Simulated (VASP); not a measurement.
# As (Cmcm) in VASP: notebook

Runs on As. Level: PBE. Tasks: single point.

All numbers are computed with VASP 6.6.1; they aren't measurements. Logs are shortened: lines on timing, memory, paths and dates and some standing lists are left out, and cuts for length are marked.

## (1) The cell of the first run

Symmetry: Cmcm, No. 63, orthorhombic system. The conventional cell has a = 2.852 Å, b = 8.697 Å, c = 3.690 Å, α = 90.00°, β = 90.00°, γ = 90.00°. As (site symmetry m2m) has 4 As at 2.49 to 2.85 Å within 3.3 Å.

## (2) Single point, PBE

File INCAR:

```
SYSTEM = As
  PREC = Accurate
  ENCUT = 510
  EDIFF = 1E-6
  ISMEAR = 0
  SIGMA = 0.1
  LREAL = .False.
  LASPH = .True.
  NELM = 120
  ALGO = Normal
  ISIF = 2
  LWAVE = .False.
  LCHARG = .False.
  GGA = PE
  NBANDS = 22
  GGA_COMPAT = .False.
```

File KPOINTS:

```
Automatic mesh
0
Gamma
  20 20 14
  0 0 0
```

File POSCAR:

```
As
1.0
    1.4259261606     -4.3487268089      0.0000000000
    1.4259261606      4.3487268089      0.0000000000
    0.0000000000      0.0000000000      3.6895751807
As
2
Direct
    0.9038094516      0.0961905484      0.2500000000
    0.0961905484      0.9038094516      0.7500000000
```

Potentials or basis: VASP PAW PBE potentials, release 64 (As_d).

The run is started by

```bash
$ cat potpaw_PBE.64/As_d/POTCAR > POTCAR
$ mpirun -np 1 vasp_std > vasp.out
```

OUTCAR:

```text
SYSTEM = As
   PREC = Accurate
   ENCUT = 510
   EDIFF = 1E-6
   ISMEAR = 0
   LREAL = .False.
   LASPH = .True.
   NELM = 120
   ISIF = 2
   GGA = PE

 ion  position               nearest neighbor table
   1  0.904  0.096  0.250-   2 2.49   2 2.49
   2  0.096  0.904  0.750-   1 2.49   1 2.49

  LATTYP: Found a base centered orthorhombic cell.
 ALAT       =     2.8518523212
 B/A-ratio  =     3.0497559615
 C/A-ratio  =     1.2937469284

  Lattice vectors:

 A1 = (   1.4259261606,  -4.3487268089,   0.0000000000)
 A2 = (   1.4259261606,   4.3487268089,   0.0000000000)
 A3 = (   0.0000000000,   0.0000000000,   3.6895751807)

Analysis of symmetry for initial positions (statically):
=====================================================================
 Subroutine PRICEL returns:
 Original cell was already a primitive cell.

 Routine SETGRP: Setting up the symmetry group for a
 base centered orthorhombic supercell.

 Subroutine GETGRP returns: Found  8 space group operations
 (whereof  4 operations were pure point group operations)
 out of a pool of  8 trial point group operations.

The static configuration has the point symmetry C_2h.
 The point group associated with its full space group is D_2h.

Analysis of symmetry for dynamics (positions and initial velocities):
=====================================================================
 Subroutine PRICEL returns:
 Original cell was already a primitive cell.

 Routine SETGRP: Setting up the symmetry group for a
 base centered orthorhombic supercell.

 Subroutine GETGRP returns: Found  8 space group operations
 (whereof  4 operations were pure point group operations)
 out of a pool of  8 trial point group operations.

The dynamic configuration has the point symmetry C_2h.
 The point group associated with its full space group is D_2h.

 Subroutine INISYM returns: Found  8 space group operations
 (whereof  4 operations are pure point group operations),
 and found     1 'primitive' translations

----------------------------------------------------------------------------------------

                                     Primitive cell

  volume of cell :      45.7578

  direct lattice vectors                    reciprocal lattice vectors
     1.425926161 -4.348726809  0.000000000     0.350649293 -0.114976181  0.000000000
     1.425926161  4.348726809  0.000000000     0.350649293  0.114976181  0.000000000
     0.000000000  0.000000000  3.689575181     0.000000000  0.000000000  0.271033913

  length of vectors
     4.576536930  4.576536930  3.689575181     0.369018223  0.369018223  0.271033913

  position of ions in fractional coordinates (direct lattice)
     0.903809452  0.096190548  0.250000000
     0.096190548  0.903809452  0.750000000

  ion indices of the primitive-cell ions
   primitive index   ion index
                 1           1
                 2           2

----------------------------------------------------------------------------------------

 KPOINTS: Automatic mesh

Automatic generation of k-mesh.
 Grid dimensions read from file:
 generate k-points for:   20   20   14

 Generating k-lattice:

  Cartesian coordinates                     Fractional coordinates (reciprocal lattice)
     0.017532465 -0.005748809  0.000000000     0.050000000 -0.000000000  0.000000000
     0.017532465  0.005748809  0.000000000    -0.000000000  0.050000000  0.000000000
     0.000000000  0.000000000  0.019359565     0.000000000  0.000000000  0.071428571

  Length of vectors
     0.018450911  0.018450911  0.019359565

  Shift w.r.t. Gamma in fractional coordinates (k-lattice)
     0.000000000  0.000000000  0.000000000

 Subroutine IBZKPT returns following result:
 ===========================================

 Found    888 irreducible k-points:

 Following reciprocal coordinates:
            Coordinates               Weight
  0.000000  0.000000  0.000000      1.000000
  0.050000 -0.000000  0.000000      4.000000
  0.100000 -0.000000  0.000000      4.000000
  0.150000 -0.000000  0.000000      4.000000
  0.200000 -0.000000  0.000000      4.000000
  0.250000  0.000000  0.000000      4.000000
[... 16 lines left out ...]
 -0.400000  0.050000  0.000000      4.000000
 -0.350000  0.050000  0.000000      4.000000
 [... further k-points ...]
   k-points           NKPTS =    888   k-points in BZ     NKDIM =    888   number of bands    NBANDS=     22
   number of dos      NEDOS =    301   number of ions     NIONS =      2
   total plane-waves  NPLWV =  36288
   dimension x,y,z NGX =    36 NGY =   36 NGZ =   28
   dimension x,y,z NGXF=    72 NGYF=   72 NGZF=   56
   ions per type =               2
   NGX,Y,Z   is equivalent  to a cutoff of  13.08, 13.08, 12.62 a.u.
   NGXF,Y,Z  is equivalent  to a cutoff of  26.15, 26.15, 25.23 a.u.
 SYSTEM =  As
   PREC   = accura    normal or accurate (medium, high low for compatibility)
   ISTART =      0    job   : 0-new  1-cont  2-samecut
   ICHARG =      2    charge: 1-file 2-atom 10-const
   ISPIN  =      1    spin polarized calculation?
   LNONCOLLINEAR =      F non collinear calculations
   LSORBIT =      F    spin-orbit coupling
   LASPH  =      T    aspherical Exc in radial PAW
   ENCUT  =  510.0 eV  37.48 Ry    6.12 a.u.   8.43  8.43  6.79*2*pi/ulx,y,z
   NELM   =    120;   NELMIN=  2; NELMDL= -5     # of ELM steps
   EDIFF  = 0.1E-05   stopping-criterion for ELM
   LREAL  =      F    real-space projection
   EDIFFG = 0.1E-04   stopping-criterion for IOM
   NSW    =      0    number of steps for IOM
   IBRION =     -1    ionic relax: 0-MD 1-quasi-New 2-CG
   NFREE  =      0    steps in history (QN), initial steepest desc. (CG)
   ISIF   =      2    stress and relaxation
   ISYM   =      2    0-nonsym 1-usesym 2-fastsym
   POTIM  = 0.5000    time-step for ionic-motion
   TEBEG  =    0.0;   TEEND  =   0.0 temperature during run
   PSTRESS=    0.0 pullay stress
   NELECT =      30.0000    total number of electrons
   NUPDOWN=      -1.0000    fix difference up-down
   EMIN   =  10.00;   EMAX   =-10.00  energy-range for DOS
   EFERMI =   0.00;   METHOD = LEGACY
   ISMEAR =     0;   SIGMA  =   0.10  broadening in eV -4-tet -1-fermi 0-gaus
   EFERMI_NEDOS =   21; number of points for ismear=-14 and -15
   IALGO  =     38    algorithm
   IMIX   =      4    mixing-type and parameters
     AMIX     =   0.40;   BMIX     =  1.00
     AMIX_MAG =   1.60;   BMIX_MAG =  1.00
  volume/ion in A,a.u.               =      22.88       154.39
  Fermi-wavevector in a.u.,A,eV,Ry     =   1.422198  2.687565 27.519787  2.022647
  Thomas-Fermi vector in A             =   2.542927
   LORBIT       =      0    0 simple, 1 ext, 2 COOP (PROOUT), +10 PAW based schemes
   GGA     = PE    functional components
   LHFCALC =     F    Hartree Fock is set to
   AEXX    =    0.0000 exact exchange contribution
   IVDW    =     0    specifies the selected vdW correction
   LEPSILON=     F    determine dielectric tensor
   LRPA    =     F    only Hartree local field effects (RPA)
 non-spin polarized calculation
 Gauss-broadening in eV      SIGMA  =   0.10
  energy-cutoff  :      510.00
  volume of cell :       45.76
 maximum number of plane-waves:      1214
 NGX is ok and might be reduce to    36
   NGX = 17   NGY = 17   NGZ = 13

 number of electron      30.0000017 magnetization

 Free energy of the ion-electron system (eV)
  ---------------------------------------------------
  ext. energy  EPLUGINS =         0.00000000
  ---------------------------------------------------
  free energy    TOTEN  =        -9.14026377 eV

  energy without entropy =       -9.13741690  energy(sigma->0) =       -9.13884034

 E-fermi :   2.9502     XC(G=0): -10.3492

 val. band max:        2.9498031261   @ k =   0.0500  -0.0000   0.4286
 cond. band min:       2.9505457326   @ k =   0.4000   0.1000   0.0714
 fundamental gap:      0.0007426065
 Fermi energy:         2.9502137665

 k-point     1 :       0.0000    0.0000    0.0000
  band No.  band energies     occupation
      1     -32.9738      2.00000
      2     -32.9696      2.00000
      3     -32.9283      2.00000
      4     -32.9190      2.00000
      5     -32.9062      2.00000
      6     -32.8944      2.00000
[... 14 lines left out ...]
     21      12.3117      0.00000
     22      12.4074      0.00000

 k-point     2 :       0.0500   -0.0000    0.0000
  band No.  band energies     occupation
      1     -32.9737      2.00000
      2     -32.9683      2.00000
      3     -32.9280      2.00000
      4     -32.9195      2.00000
      5     -32.9051      2.00000
      6     -32.8948      2.00000
[... 14 lines left out ...]
     21      12.3782      0.00000
     22      12.8077      0.00000

 k-point     3 :       0.1000   -0.0000    0.0000
  band No.  band energies     occupation
      1     -32.9734      2.00000
      2     -32.9645      2.00000
      3     -32.9270      2.00000
      4     -32.9208      2.00000
      5     -32.9019      2.00000
      6     -32.8962      2.00000
[... 14 lines left out ...]
     21      12.5728      0.00000
     22      13.9512      0.00000

 k-point     4 :       0.1500   -0.0000    0.0000
  band No.  band energies     occupation
      1     -32.9730      2.00000
      2     -32.9587      2.00000
      3     -32.9258      2.00000
      4     -32.9229      2.00000
      5     -32.8983      2.00000
      6     -32.8964      2.00000
[... 14 lines left out ...]
     21      12.8767      0.00000
     22      15.3930      0.00000

 k-point     5 :       0.2000   -0.0000    0.0000
  band No.  band energies     occupation
      1     -32.9724      2.00000
      2     -32.9515      2.00000
      3     -32.9255      2.00000
      4     -32.9246      2.00000
      5     -32.9010      2.00000
      6     -32.8925      2.00000
[... 14 lines left out ...]
     21      13.2349      0.00000
     22      14.9668      0.00000

 k-point     6 :       0.2500    0.0000    0.0000
  band No.  band energies     occupation
      1     -32.9718      2.00000
      2     -32.9434      2.00000
      3     -32.9284      2.00000
      4     -32.9236      2.00000
      5     -32.9039      2.00000
      6     -32.8947      2.00000
[... 14 lines left out ...]
     21      13.3631      0.00000
     22      13.9539      0.00000

 k-point     7 :       0.3000   -0.0000    0.0000
  band No.  band energies     occupation
      1     -32.9712      2.00000
      2     -32.9354      2.00000
      3     -32.9313      2.00000
      4     -32.9228      2.00000
      5     -32.9068      2.00000
      6     -32.8969      2.00000
[... 324 lines left out ...]
      6     -32.9019      2.00000
[... 14 lines left out ...]
     21      11.2234      0.00000
     22      12.4601      0.00000

 k-point    21 :       0.5000    0.0500    0.0000
  band No.  band energies     occupation
      1     -32.9698      2.00000
      2     -32.9373      2.00000
      3     -32.9214      2.00000
      4     -32.9191      2.00000
      5     -32.9130      2.00000
      6     -32.9015      2.00000
[... 14 lines left out ...]
     21      11.6093      0.00000
     22      12.0997      0.00000

 k-point    22 :      -0.4500    0.0500    0.0000
  band No.  band energies     occupation
      1     -32.9700      2.00000
      2     -32.9360      2.00000
      3     -32.9227      2.00000
      4     -32.9216      2.00000
      5     -32.9117      2.00000
      6     -32.9005      2.00000
[... 14 lines left out ...]
     21      11.4658      0.00000
     22      12.4143      0.00000

 k-point    23 :      -0.4000    0.0500    0.0000
  band No.  band energies     occupation
      1     -32.9704      2.00000
      2     -32.9340      2.00000
      3     -32.9283      2.00000
      4     -32.9221      2.00000
      5     -32.9096      2.00000
      6     -32.8989      2.00000
[... 14 lines left out ...]
     21      11.8085      0.00000
     22      13.1606      0.00000

 k-point    24 :      -0.3500    0.0500    0.0000
  band No.  band energies     occupation
      1     -32.9709      2.00000
      2     -32.9355      2.00000
      3     -32.9314      2.00000
      4     -32.9227      2.00000
      5     -32.9070      2.00000
      6     -32.8969      2.00000
[... 14 lines left out ...]
     21      12.6888      0.00000
     22      13.7983      0.00000

 [... further k-points ...]

------------------------ aborting loop because EDIFF is reached ----------------------------------------

  FORCE on cell =-STRESS in cart. coord.  units (eV):
  Direction    XX          YY          ZZ          XY          YZ          ZX
  --------------------------------------------------------------------------------------
  -------------------------------------------------------------------------------------
  Total        0.0319561      0.0409261      0.0291428      0.0000000     -0.0000000      0.0000000
  in kB        1.1189196      1.4329971      1.0204153      0.0000000     -0.0000000      0.0000000
  external PRESSURE =       1.1907773 kB  Pullay stress =       0.0000000 kB

 VOLUME and BASIS-vectors are now :
 -----------------------------------------------------------------------------
  energy-cutoff  :      510.00
  volume of cell :       45.76
      direct lattice vectors                 reciprocal lattice vectors
     1.425926161 -4.348726809  0.000000000     0.350649293 -0.114976181  0.000000000
     1.425926161  4.348726809  0.000000000     0.350649293  0.114976181  0.000000000
     0.000000000  0.000000000  3.689575181     0.000000000  0.000000000  0.271033913

 POSITION                                       TOTAL-FORCE (eV/Angst)
 -----------------------------------------------------------------------------------
      1.42593     -3.51211      0.92239         0.000000      0.016303      0.000000
      1.42593      3.51211      2.76718         0.000000     -0.016303      0.000000
 -----------------------------------------------------------------------------------
    total drift:                               -0.000000     -0.000000     -0.000000

  FREE ENERGIE OF THE ION-ELECTRON SYSTEM (eV)
  ---------------------------------------------------
  free  energy   TOTEN  =        -9.1402637706 eV

  energy  without entropy=       -9.1374169015  energy(sigma->0) =       -9.13884034
```

It took 5 min on 1 thread of Intel Xeon 6975P-C (Granite Rapids), shared host; peak memory 0.71 GiB.

What came out:

```yaml
Free_energy: -9.1403 eV
Pressure: 0.1 GPa
Largest_force: 0.016 eV/Å
Band_gap_on_the_k_mesh: zero (bands 15 and 16 overlap by 7.75 eV)
```

Forces on the atoms (eV/Å):
```
As   0.000  0.016  0.000
As   0.000 -0.016  0.000
```

[end of part 1 of 2]
